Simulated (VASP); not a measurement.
A run of VASP 6.6.1 is set up as follows.

POSCAR

```
MgS
1.0
    0.0000000000      2.6016500000      2.6016500000
    2.6016500000      0.0000000000      2.6016500000
    2.6016500000      2.6016500000      0.0000000000
Mg S
1 1
Direct
    0.0000000000      0.0000000000      0.0000000000
    0.5000000000      0.5000000000      0.5000000000
```

Contents of INCAR.step1:

```
PREC = Accurate
ENCUT = 660
ISMEAR = 0
SIGMA = 0.01
LREAL = F
LASPH = T
NELM = 120
NBANDS = 11
GGA = PE
ALGO = Normal
EDIFF = 1E-5
LWAVE = T
LCHARG = F
GGA_COMPAT = F
```

Contents of INCAR.step2:

```
PREC = Accurate
ENCUT = 660
EDIFF = 1E-6
ISMEAR = 0
SIGMA = 0.01
LREAL = F
LASPH = T
NELM = 120
ALGO = Normal
ISIF = 2
LWAVE = F
LCHARG = T
METAGGA = R2SCAN
LMIXTAU = T
LELF = T
LVHAR = T
NBANDS = 11
ISTART = 1
GGA_COMPAT = F
```

Contents of KPOINTS:

```
regular mesh
0
Gamma
  3 3 3
```

Potentials or basis: VASP PAW PBE potentials, release 64 (Mg, S).

Command:

```console
$ cat potpaw_PBE.64/Mg/POTCAR potpaw_PBE.64/S/POTCAR > POTCAR
$ cp INCAR.step1 INCAR
$ mpirun -np 1 vasp_std > vasp.out
$ cp INCAR.step2 INCAR
$ mpirun -np 1 vasp_std > vasp.out
```

(1) Predict the band gap on the k mesh.

(2) Estimate the pressure.

## Answers

(1) 4.48 eV, indirect (least direct gap 4.58 eV).

(2) 1.0 GPa.

Caveat: the k points lie up to 0.70 Å⁻¹ apart; the PAW data sets were made with another functional, which shifts forces and pressure a little.
